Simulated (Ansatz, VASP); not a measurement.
## One calculation of Cu, two programs

File INCAR:

```
PREC = Accurate
ENCUT = 700
EDIFF = 1E-6
ISMEAR = 0
SIGMA = 0.01
LREAL = False
LASPH = True
NELM = 120
ALGO = Normal
ISIF = 2
LWAVE = False
LCHARG = True
GGA = PS
LELF = True
LVHAR = True
NBANDS = 16
GGA_COMPAT = False
```

Contents of KPOINTS:

```
Automatic mesh
0
Gamma
  10 10 10
```

The input POSCAR:

```
Cu
1.0
   -1.4427933200      1.4427933200      1.3760814500
    1.4427933200     -1.4427933200      1.3760814500
    1.4427933200      1.4427933200     -1.3760814500
Cu
1
Direct
    0.0000000000      0.0000000000      0.0000000000
```

Input for Ansatz:

```yaml
crystal:
  lattice:
    - [-1.44279332, 1.44279332, 1.37608145]
    - [1.44279332, -1.44279332, 1.37608145]
    - [1.44279332, 1.44279332, -1.37608145]
  atoms:
    - { symbol: Cu, position: [0.0, 0.0, 0.0] }
basis:
  ecutwfc: 420
kpoints:
  mp_grid: { grid: [10, 10, 10] }
hamiltonian:
  xc: pbesol
scf:
  occupations: { method: gaussian, width: 0.01 }
output:
  forces: true
  stress: true
  eigenvalues: true
```

Alike in both runs: task single point; functional PBEsol; k mesh 10 × 10 × 10; occupations gaussian, width 0.01 eV; no spin polarisation.

|  | VASP | Ansatz |
| --- | --- | --- |
| version | VASP 6.6.1 | Ansatz 0.2.0 |
| potentials or method | VASP PAW PBE potentials, release 64 (Cu_sv_GW), cutoff 700 eV | scalar-relativistic, plane waves, PAW |
| valence electrons in the cell | 19 | 19 |

|  | VASP | Ansatz | Ansatz less VASP |
| --- | --- | --- | --- |
| gap on the k mesh at the Fermi level (eV) | none | none | - |
| pressure (GPa) | -5.7 | -1.7 | +4.01 |
| traceless stress, the component that is largest in VASP (GPa) | -0.38 | -0.39 | -0.012 |

VASP's potentials were made for PBE, not for PBEsol. A gap of «none» marks a metal or a gap that the smearing closes.
